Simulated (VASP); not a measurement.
# BAs (k07) (F-43m) in VASP: further runs

The runs below take BAs (k07) through single point, relaxation of cell and atoms, with PBEsol.

Everything below comes from runs of VASP 6.6.1. Logs are shortened: lines on timing, memory, paths and dates and some standing lists are left out, and cuts for length are marked.

### Step 1. The cell of the first run

Symmetry: F-43m, No. 216, cubic system. The conventional cell has a = 4.768 Å, b = 4.768 Å, c = 4.768 Å, α = 90.00°, β = 90.00°, γ = 90.00°. B (site symmetry -43m) has 4 As at 2.06 Å within 2.7 Å. As (site symmetry -43m) has 4 B at 2.06 Å within 2.7 Å.

### Step 2. Single point, PBEsol

INCAR reads:

```
SYSTEM = BAs
PREC = Accurate
ENCUT = 520
EDIFF = 1E-7
ISMEAR = 0
SIGMA = 0.01
LREAL = .FALSE.
LASPH = .TRUE.
NELM = 80
ALGO = Normal
ISIF = 2
LWAVE = .FALSE.
LCHARG = .FALSE.
GGA = PS
NBANDS = 11
```

KPOINTS reads:

```
Automatic mesh
0
G
  12 12 12
  0 0 0
```

POSCAR reads:

```
BAs
1.0
    0.0000000000      2.3838742421      2.3838742421
    2.3838742421      0.0000000000      2.3838742421
    2.3838742421      2.3838742421      0.0000000000
B As
1 1
Direct
    0.0000000000      0.0000000000      0.0000000000
    0.2500000000      0.2500000000      0.2500000000
```

Potentials or basis: VASP PAW PBE potentials, release 64 (B, As).

Launch:

```
$ cat potpaw_PBE.64/B/POTCAR potpaw_PBE.64/As/POTCAR > POTCAR
$ mpirun -np 1 vasp_std > vasp.out
```

OUTCAR:

```text
SYSTEM = BAs
   PREC = Accurate
   ENCUT = 520
   EDIFF = 1E-7
   ISMEAR = 0
   LREAL = .FALSE.
   LASPH = .TRUE.
   NELM = 80
   ISIF = 2
   GGA = PS

 ion  position               nearest neighbor table
   1  0.000  0.000  0.000-   2 2.06   2 2.06   2 2.06   2 2.06
   2  0.250  0.250  0.250-   1 2.06   1 2.06   1 2.06   1 2.06

  LATTYP: Found a face centered cubic cell.
 ALAT       =     4.7677484842

  Lattice vectors:

 A1 = (   0.0000000000,   2.3838742421,   2.3838742421)
 A2 = (   2.3838742421,   0.0000000000,   2.3838742421)
 A3 = (   2.3838742421,   2.3838742421,   0.0000000000)

Analysis of symmetry for initial positions (statically):
=====================================================================
 Subroutine PRICEL returns:
 Original cell was already a primitive cell.

 Routine SETGRP: Setting up the symmetry group for a
 face centered cubic supercell.

 Subroutine GETGRP returns: Found 24 space group operations
 (whereof 24 operations were pure point group operations)
 out of a pool of 48 trial point group operations.

The static configuration has the point symmetry T_d .

Analysis of symmetry for dynamics (positions and initial velocities):
=====================================================================
 Subroutine PRICEL returns:
 Original cell was already a primitive cell.

 Routine SETGRP: Setting up the symmetry group for a
 face centered cubic supercell.

 Subroutine GETGRP returns: Found 24 space group operations
 (whereof 24 operations were pure point group operations)
 out of a pool of 48 trial point group operations.

The dynamic configuration has the point symmetry T_d .

 Subroutine INISYM returns: Found 24 space group operations
 (whereof 24 operations are pure point group operations),
 and found     1 'primitive' translations

----------------------------------------------------------------------------------------

                                     Primitive cell

  volume of cell :      27.0944

  direct lattice vectors                    reciprocal lattice vectors
     0.000000000  2.383874242  2.383874242    -0.209742608  0.209742608  0.209742608
     2.383874242  0.000000000  2.383874242     0.209742608 -0.209742608  0.209742608
     2.383874242  2.383874242  0.000000000     0.209742608  0.209742608 -0.209742608

  length of vectors
     3.371307284  3.371307284  3.371307284     0.363284853  0.363284853  0.363284853

  position of ions in fractional coordinates (direct lattice)
     0.000000000  0.000000000  0.000000000
     0.250000000  0.250000000  0.250000000

  ion indices of the primitive-cell ions
   primitive index   ion index
                 1           1
                 2           2

----------------------------------------------------------------------------------------

 KPOINTS: Automatic mesh

Automatic generation of k-mesh.
 Grid dimensions read from file:
 generate k-points for:   12   12   12

 Generating k-lattice:

  Cartesian coordinates                     Fractional coordinates (reciprocal lattice)
    -0.017478551  0.017478551  0.017478551     0.083333333  0.000000000  0.000000000
     0.017478551 -0.017478551  0.017478551     0.000000000  0.083333333  0.000000000
     0.017478551  0.017478551 -0.017478551     0.000000000  0.000000000  0.083333333

  Length of vectors
     0.030273738  0.030273738  0.030273738

  Shift w.r.t. Gamma in fractional coordinates (k-lattice)
     0.000000000  0.000000000  0.000000000

 Subroutine IBZKPT returns following result:
 ===========================================

 Found     72 irreducible k-points:

 Following reciprocal coordinates:
            Coordinates               Weight
  0.000000  0.000000  0.000000      1.000000
  0.083333  0.000000  0.000000      8.000000
  0.166667  0.000000  0.000000      8.000000
  0.250000  0.000000  0.000000      8.000000
  0.333333  0.000000  0.000000      8.000000
  0.416667  0.000000  0.000000      8.000000
[... 16 lines left out ...]
  0.500000  0.166667  0.000000     24.000000
 -0.416667  0.166667  0.000000     24.000000
 [... further k-points ...]
   k-points           NKPTS =     72   k-points in BZ     NKDIM =     72   number of bands    NBANDS=     11
   number of dos      NEDOS =    301   number of ions     NIONS =      2
   total plane-waves  NPLWV =  21952
   dimension x,y,z NGX =    28 NGY =   28 NGZ =   28
   dimension x,y,z NGXF=    56 NGYF=   56 NGZF=   56
   ions per type =               1   1
   NGX,Y,Z   is equivalent  to a cutoff of  13.81, 13.81, 13.81 a.u.
   NGXF,Y,Z  is equivalent  to a cutoff of  27.61, 27.61, 27.61 a.u.
 SYSTEM =  BAs
   PREC   = accura    normal or accurate (medium, high low for compatibility)
   ISTART =      0    job   : 0-new  1-cont  2-samecut
   ICHARG =      2    charge: 1-file 2-atom 10-const
   ISPIN  =      1    spin polarized calculation?
   LNONCOLLINEAR =      F non collinear calculations
   LSORBIT =      F    spin-orbit coupling
   LASPH  =      T    aspherical Exc in radial PAW
   ENCUT  =  520.0 eV  38.22 Ry    6.18 a.u.   6.27  6.27  6.27*2*pi/ulx,y,z
   NELM   =     80;   NELMIN=  2; NELMDL= -5     # of ELM steps
   EDIFF  = 0.1E-06   stopping-criterion for ELM
   LREAL  =      F    real-space projection
   EDIFFG = 0.1E-05   stopping-criterion for IOM
   NSW    =      0    number of steps for IOM
   IBRION =     -1    ionic relax: 0-MD 1-quasi-New 2-CG
   NFREE  =      0    steps in history (QN), initial steepest desc. (CG)
   ISIF   =      2    stress and relaxation
   ISYM   =      2    0-nonsym 1-usesym 2-fastsym
   POTIM  = 0.5000    time-step for ionic-motion
   TEBEG  =    0.0;   TEEND  =   0.0 temperature during run
   PSTRESS=    0.0 pullay stress
   NELECT =       8.0000    total number of electrons
   NUPDOWN=      -1.0000    fix difference up-down
   EMIN   =  10.00;   EMAX   =-10.00  energy-range for DOS
   EFERMI =   0.00;   METHOD = LEGACY
   ISMEAR =     0;   SIGMA  =   0.01  broadening in eV -4-tet -1-fermi 0-gaus
   EFERMI_NEDOS =   21; number of points for ismear=-14 and -15
   IALGO  =     38    algorithm
   IMIX   =      4    mixing-type and parameters
     AMIX     =   0.40;   BMIX     =  1.00
     AMIX_MAG =   1.60;   BMIX_MAG =  1.00
  volume/ion in A,a.u.               =      13.55        91.42
  Fermi-wavevector in a.u.,A,eV,Ry     =   1.090130  2.060046 16.168928  1.188383
  Thomas-Fermi vector in A             =   2.226348
   LORBIT       =      0    0 simple, 1 ext, 2 COOP (PROOUT), +10 PAW based schemes
   GGA     = PS    functional components
   LHFCALC =     F    Hartree Fock is set to
   AEXX    =    0.0000 exact exchange contribution
   IVDW    =     0    specifies the selected vdW correction
   LEPSILON=     F    determine dielectric tensor
   LRPA    =     F    only Hartree local field effects (RPA)
 non-spin polarized calculation
 Gauss-broadening in eV      SIGMA  =   0.01
  energy-cutoff  :      520.00
  volume of cell :       27.09
 maximum number of plane-waves:       745
 NGX is ok and might be reduce to    28
   NGX = 13   NGY = 13   NGZ = 13

 number of electron       8.0000000 magnetization

 Free energy of the ion-electron system (eV)
  ---------------------------------------------------
  ext. energy  EPLUGINS =         0.00000000
  ---------------------------------------------------
  free energy    TOTEN  =       -12.20372800 eV

  energy without entropy =      -12.20372800  energy(sigma->0) =      -12.20372800

 E-fermi :   6.1653     XC(G=0): -10.7559

 val. band max:        6.1080179991   @ k =   0.0000   0.0000   0.0000
 cond. band min:       7.1838181908   @ k =   0.4167   0.4167   0.0000
 fundamental gap:      1.0758001917
 Fermi energy:         6.1652576879

 k-point     1 :       0.0000    0.0000    0.0000
  band No.  band energies     occupation
      1      -9.3822      2.00000
      2       6.1080      2.00000
      3       6.1080      2.00000
      4       6.1080      2.00000
      5       9.3552      0.00000
      6       9.3552      0.00000
      7       9.3552      0.00000
      8      10.8637      0.00000
      9      15.4834      0.00000
     10      19.0628      0.00000
     11      19.0628      0.00000

 k-point     2 :       0.0833    0.0000    0.0000
  band No.  band energies     occupation
      1      -9.2672      2.00000
      2       5.0587      2.00000
      3       5.8853      2.00000
      4       5.8853      2.00000
      5       9.5118      0.00000
      6       9.6474      0.00000
      7       9.6474      0.00000
      8      11.4778      0.00000
      9      15.9561      0.00000
     10      18.1457      0.00000
     11      18.1457      0.00000

 k-point     3 :       0.1667    0.0000    0.0000
  band No.  band energies     occupation
      1      -8.9258      2.00000
      2       3.1221      2.00000
      3       5.4164      2.00000
      4       5.4164      2.00000
      5       9.3961      0.00000
      6      10.2516      0.00000
      7      10.2516      0.00000
      8      12.7858      0.00000
      9      16.9359      0.00000
     10      17.3337      0.00000
     11      17.3337      0.00000

 k-point     4 :       0.2500    0.0000    0.0000
  band No.  band energies     occupation
      1      -8.3725      2.00000
      2       1.1241      2.00000
      3       4.9449      2.00000
      4       4.9449      2.00000
      5       9.1641      0.00000
      6      10.7370      0.00000
      7      10.7370      0.00000
      8      13.9951      0.00000
      9      17.2289      0.00000
     10      17.2731      0.00000
     11      17.2731      0.00000
[... 239 lines left out ...]
 k-point    22 :       0.4167    0.1667    0.0000
  band No.  band energies     occupation
      1      -7.0031      2.00000
      2      -1.0048      2.00000
      3       2.8746      2.00000
      4       3.4230      2.00000
      5       8.9657      0.00000
      6      11.6574      0.00000
      7      12.7437      0.00000
      8      13.0438      0.00000
      9      17.8012      0.00000
     10      19.8828      0.00000
     11      20.8847      0.00000

 k-point    23 :       0.5000    0.1667    0.0000
  band No.  band energies     occupation
      1      -6.3098      2.00000
      2      -2.1719      2.00000
      3       2.4091      2.00000
      4       3.4860      2.00000
      5       9.0798      0.00000
      6      11.6360      0.00000
      7      12.4505      0.00000
      8      14.3408      0.00000
      9      17.7240      0.00000
     10      20.4574      0.00000
     11      20.7991      0.00000

 k-point    24 :      -0.4167    0.1667    0.0000
  band No.  band energies     occupation
      1      -6.1782      2.00000
      2      -2.3645      2.00000
      3       2.1077      2.00000
      4       3.7380      2.00000
      5       9.2863      0.00000
      6      11.6182      0.00000
      7      12.1207      0.00000
      8      15.2922      0.00000
      9      17.5711      0.00000
     10      18.9646      0.00000
     11      20.4947      0.00000

 [... further k-points ...]
[... 5 lines left out ...]
  --------------------------------------------------------------------------------------
  -------------------------------------------------------------------------------------
  Total        0.1505450      0.1505450      0.1505450      0.0000000      0.0000000      0.0000000
  in kB        8.9021923      8.9021923      8.9021923      0.0000000      0.0000000      0.0000000
  external PRESSURE =       8.9021923 kB  Pullay stress =       0.0000000 kB

 VOLUME and BASIS-vectors are now :
 -----------------------------------------------------------------------------
  energy-cutoff  :      520.00
  volume of cell :       27.09
      direct lattice vectors                 reciprocal lattice vectors
     0.000000000  2.383874242  2.383874242    -0.209742608  0.209742608  0.209742608
     2.383874242  0.000000000  2.383874242     0.209742608 -0.209742608  0.209742608
     2.383874242  2.383874242  0.000000000     0.209742608  0.209742608 -0.209742608

 POSITION                                       TOTAL-FORCE (eV/Angst)
 -----------------------------------------------------------------------------------
      0.00000      0.00000      0.00000         0.000000      0.000000      0.000000
      1.19194      1.19194      1.19194        -0.000000     -0.000000     -0.000000
 -----------------------------------------------------------------------------------
    total drift:                               -0.000000     -0.000000     -0.000000

  FREE ENERGIE OF THE ION-ELECTRON SYSTEM (eV)
  ---------------------------------------------------
  free  energy   TOTEN  =       -12.2037280046 eV

  energy  without entropy=      -12.2037280046  energy(sigma->0) =      -12.20372800
```

It took 20 s on 1 thread of AMD EPYC 7R13 (Zen 3), shared host; peak memory 0.14 GiB.

What came out:

- Free energy: -12.2037 eV
- Pressure: 0.9 GPa
- Band gap on the k mesh: 1.08 eV, indirect (least direct gap 3.25 eV)

Levels at points of the mesh, in eV from the valence-band top:
```
           k point  band 1  band 2  band 3  band 4  band 5  band 6  band 7  band 8  band 9
(0.00, 0.00, 0.00)  -15.49    0.00    0.00    0.00    3.25    3.25    3.25    4.76    9.38
(0.50, 0.00, 0.00)  -12.58   -8.88   -1.84   -1.84    2.69    4.73    4.73    8.72   12.60
(0.50, 0.50, 0.00)  -11.27   -8.57   -4.13   -4.13    1.31    1.33   11.40   11.40   12.83
```

Caveat: the PAW data sets were made with another functional, which shifts forces and pressure a little. A k mesh can miss the band edges.

### Step 3. Relaxation of cell and atoms, PBEsol

This run uses another cell than the first one, of 13.63 Å³/atom, 1.006 times its volume.

INCAR reads:

```
SYSTEM = BAs
ALGO = Normal
EDIFF = 1E-6
EDIFFG = -0.002
ENCUT = 600
GGA = PS
IBRION = 2
ISIF = 3
ISMEAR = 0
LASPH = .TRUE.
LCHARG = .FALSE.
LREAL = .FALSE.
LWAVE = .FALSE.
NELM = 60
NSW = 100
PREC = Accurate
SIGMA = 0.02
```

KPOINTS reads:

```
k-points
0
G
  12 12 12
  0 0 0
```

POSCAR reads:

```
BAs
1.0
    0.0000000000      2.3885000000      2.3885000000
    2.3885000000      0.0000000000      2.3885000000
    2.3885000000      2.3885000000      0.0000000000
B As
1 1
Direct
    0.0000000000      0.0000000000      0.0000000000
    0.2500000000      0.2500000000      0.2500000000
```

Potentials or basis: VASP PAW PBE potentials, release 64 (B, As).

Launch:

```
$ cat potpaw_PBE.64/B/POTCAR potpaw_PBE.64/As/POTCAR > POTCAR
$ mpirun -np 1 vasp_std > vasp.out
```

OUTCAR:

```text
SYSTEM = BAs
   EDIFF = 1E-6
   EDIFFG = -0.002
   ENCUT = 600
   GGA = PS
   IBRION = 2
   ISIF = 3
   ISMEAR = 0
   LASPH = .TRUE.
   LREAL = .FALSE.
   NELM = 60
   NSW = 100
   PREC = Accurate

 ion  position               nearest neighbor table
   1  0.000  0.000  0.000-   2 2.07   2 2.07   2 2.07   2 2.07
   2  0.250  0.250  0.250-   1 2.07   1 2.07   1 2.07   1 2.07

  LATTYP: Found a face centered cubic cell.
 ALAT       =     4.7770000000

  Lattice vectors:

 A1 = (   0.0000000000,   2.3885000000,   2.3885000000)
 A2 = (   2.3885000000,   0.0000000000,   2.3885000000)
 A3 = (   2.3885000000,   2.3885000000,   0.0000000000)

Analysis of symmetry for initial positions (statically):
=====================================================================
 Subroutine PRICEL returns:
 Original cell was already a primitive cell.
[... 250 lines left out ...]

  energy without entropy =      -12.20512772  energy(sigma->0) =      -12.20512772

 E-fermi :   6.1559     XC(G=0): -10.7293

 val. band max:        6.0394172465   @ k =   0.0000   0.0000   0.0000
 cond. band min:       7.1216978836   @ k =   0.4167   0.4167   0.0000
 fundamental gap:      1.0822806371
 Fermi energy:         6.1559035172

 k-point     1 :       0.0000    0.0000    0.0000
  band No.  band energies     occupation
      1      -9.3936      2.00000
      2       6.0394      2.00000
      3       6.0394      2.00000
      4       6.0394      2.00000
      5       9.2788      0.00000
      6       9.2788      0.00000
      7       9.2788      0.00000
      8      10.7167      0.00000
[... 243 lines left out ...]
 k-point    24 :      -0.4167    0.1667    0.0000
  band No.  band energies     occupation
      1      -6.2140      2.00000
      2      -2.3913      2.00000
      3       2.0593      2.00000
      4       3.6843      2.00000
      5       9.2059      0.00000
      6      11.5226      0.00000
      7      12.0358      0.00000
      8      15.1889      0.00000

 [... further k-points ...]
[... 5 lines left out ...]
  --------------------------------------------------------------------------------------
  -------------------------------------------------------------------------------------
  Total       -0.0032385     -0.0032385     -0.0032385     -0.0000000     -0.0000000      0.0000000
  in kB       -0.1903194     -0.1903194     -0.1903194     -0.0000000     -0.0000000      0.0000000
  external PRESSURE =      -0.1903194 kB  Pullay stress =       0.0000000 kB
[... 17 lines left out ...]
  FREE ENERGIE OF THE ION-ELECTRON SYSTEM (eV)
  ---------------------------------------------------
  free  energy   TOTEN  =       -12.2051277224 eV

  energy  without entropy=      -12.2051277224  energy(sigma->0) =      -12.20512772

 reached required accuracy - stopping structural energy minimisation
```

OSZICAR:

```text
N       E                     dE             d eps       ncg     rms          rms(c)
DAV:   1     0.145974163627E+02    0.14597E+02   -0.42519E+03  1152   0.984E+02
[... 14 lines left out ...]
DAV:   2    -0.122051279716E+02    0.31563E-05   -0.47661E-06  1216   0.137E-02    0.489E-03
DAV:   3    -0.122051267843E+02    0.11874E-05   -0.20511E-06   784   0.812E-03    0.177E-03
DAV:   4    -0.122051266566E+02    0.12763E-06   -0.14318E-07   576   0.300E-03
   2 F= -.12205127E+02 E0= -.12205127E+02  d E =-.500708E-06
       N       E                     dE             d eps       ncg     rms          rms(c)
DAV:   1    -0.122051281495E+02   -0.13653E-05   -0.21314E-05  1392   0.352E-02    0.471E-03
DAV:   2    -0.122051277224E+02    0.42714E-06   -0.78963E-07   680   0.557E-03
   3 F= -.12205128E+02 E0= -.12205128E+02  d E =-.156645E-05
```

It took 22 s on 1 thread of AMD EPYC 7R13 (Zen 3), shared host; peak memory 0.14 GiB.

What came out:

```
Free energy                            : -12.2051 eV
Relaxed volume                         : 13.63 Å³/atom
Relaxed cell                           : a = 3.378 Å, b = 3.378 Å, c = 3.378 Å, α = 60.00°, β = 60.00°, γ = 60.00°
Space group after relaxing (to 0.05 Å) : F-43m (No. 216)
Energy gained by relaxing              : 0.0 meV/atom
Ionic steps                            : 3
Pressure after relaxing                : 0.0 GPa
Band gap on the k mesh                 : 1.08 eV, indirect (least direct gap 3.24 eV)
```

Final structure:
```
B As
1.0
     0.00000    2.38881    2.38881
     2.38881    0.00000    2.38881
     2.38881    2.38881    0.00000
B As
1 1
Cartesian
  0.0000 0.0000 0.0000
  1.1944 1.1944 1.1944
```

Caveat: the PAW data sets were made with another functional, which shifts forces and pressure a little.
